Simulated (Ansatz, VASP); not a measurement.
**Two plane-wave programs on Au**

INCAR

```
SYSTEM = Au
PREC = Accurate ; ENCUT = 520
EDIFF = 1E-6 ; ISMEAR = 0
SIGMA = 0.15 ; LREAL = .FALSE.
LASPH = .TRUE. ; NELM = 100
ALGO = Normal ; ISIF = 2
LWAVE = .FALSE. ; LCHARG = .FALSE.
GGA = PS ; NBANDS = 12
```

File KPOINTS:

```
regular mesh
0
G
  20 20 20
  0 0 0
```

Contents of POSCAR:

```
Au
1.0
    0.0000000000      2.0148175000      2.0455000000
    2.0148175000      0.0000000000      2.0455000000
    2.0148175000      2.0148175000      0.0000000000
Au
1
Direct
    0.0000000000      0.0000000000      0.0000000000
```

Input for Ansatz:

```yaml
crystal:
  lattice:
    - [0.0, 2.0148175, 2.0455]
    - [2.0148175, 0.0, 2.0455]
    - [2.0148175, 2.0148175, 0.0]
  atoms:
    - { symbol: Au, position: [0.0, 0.0, 0.0] }
basis:
  ecutwfc: 420
kpoints:
  mp_grid: { grid: [20, 20, 20] }
hamiltonian:
  xc: pbesol
scf:
  occupations: { method: gaussian, width: 0.15 }
output:
  forces: true
  stress: true
  eigenvalues: true
```

Change from the starting cell: strain -0.015 along x and y, +0.000 along z, atoms carried along.

Alike in both runs: task single point; functional PBEsol; k mesh 20 × 20 × 20; occupations gaussian, width 0.15 eV; no spin polarisation.

```csv
,VASP,Ansatz
version,VASP 6.6.1,Ansatz 0.2.0
potentials or method,"VASP PAW PBE potentials, release 64 (Au), cutoff 520 eV","scalar-relativistic, plane waves, PAW"
valence electrons in the cell,11,19
```

|  | VASP | Ansatz | Ansatz less VASP |
| --- | --- | --- | --- |
| gap on the k mesh at the Fermi level (eV) | none | none | - |
| pressure (GPa) | 4.3 | 4.6 | +0.32 |
| traceless stress, the component that is largest in VASP (GPa) | -0.36 | -0.36 | +0.006 |

VASP's potentials were made for PBE, not for PBEsol. A gap of «none» marks a metal or a gap that the smearing closes. VASP's potentials hold 11 valence electrons a cell and Ansatz's 19, so a difference there can come from the potentials and not from the codes.

Spin-orbit coupling is off throughout.
